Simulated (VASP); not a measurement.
## C: single point with LDA

C:

```
C
1.0
     2.51863    0.00000    0.00000
    -1.25931    2.18120    0.00000
     0.00000    0.00000    8.02287
C
8
Direct
  0.00000 0.00000 0.09732
  0.00000 0.00000 0.59732
  0.00000 0.00000 0.40268
  0.00000 0.00000 0.90268
  0.33333 0.66667 0.15214
  0.66667 0.33333 0.65214
  0.33333 0.66667 0.34786
  0.66667 0.33333 0.84786
```

This cell differs from its parent crystal: mode 21 frozen in at +0.036 Å, strain +e along z and -e/2 along x and y -0.0233.

| Item | Value |
| --- | --- |
| Program | VASP 6.6.1 |
| Task | single point |
| Functional | LDA |
| Potentials or basis | VASP PAW LDA potentials, release 64 (C) |
| Cutoff | 520 eV |
| k mesh | 12 × 12 × 4 |
| Occupations | gaussian, width 0.05 eV |
| Spin | no spin polarisation |
| Dipole correction | no |
| Further INCAR settings | ALGO = Normal; EDIFF = 1e-07; NBANDS = 26 |

```
Pressure               : 2.8 GPa
Largest force          : 2.469 eV/Å
Band gap on the k mesh : 3.18 eV, indirect (least direct gap 4.51 eV)
```

Forces in eV/Å, atoms in the order of the input:
```
C    0.000  0.000 -2.469
C    0.000  0.000 -2.469
C    0.000  0.000  2.469
C    0.000  0.000  2.469
C    0.000  0.000  1.825
C    0.000  0.000  1.825
C    0.000  0.000 -1.825
C    0.000  0.000 -1.825
```

Stress tensor (GPa, compression positive):
```
-10.32   0.00   0.00
  0.00 -10.32   0.00
  0.00   0.00  28.94
```

Levels at points of the mesh, in eV from the valence-band top:
| k point | band 13 | band 14 | band 15 | band 16 | band 17 | band 18 | band 19 | band 20 |
| --- | --- | --- | --- | --- | --- | --- | --- | --- |
| (0.00, 0.00, 0.00) | -3.00 | -1.35 | -1.35 | 0.00 | 4.51 | 4.51 | 4.54 | 5.99 |
| (0.50, 0.00, 0.00) | -6.32 | -4.88 | -4.23 | -4.02 | 3.18 | 4.52 | 4.68 | 5.35 |
| (0.00, 0.00, 0.50) | -1.98 | -1.98 | -1.98 | -1.98 | 5.19 | 5.19 | 5.19 | 5.19 |
| (0.50, 0.00, 0.50) | -5.13 | -5.13 | -4.95 | -4.95 | 3.53 | 3.53 | 6.20 | 6.20 |

Wall time 66 s on 1 thread of Intel(R) Xeon(R) Platinum 8259CL CPU @ 2.50GHz (Skylake/Cascade Lake), on a shared host, peak memory 0.16 GiB.

Caveat: the cell differs from its parent crystal (mode 21 frozen in at +0.036 Å, strain +e along z and -e/2 along x and y -0.0233); forces of over 1 eV/Å act on the atoms, so gaps and moduli don't describe the material at rest. A k mesh can miss the band edges.
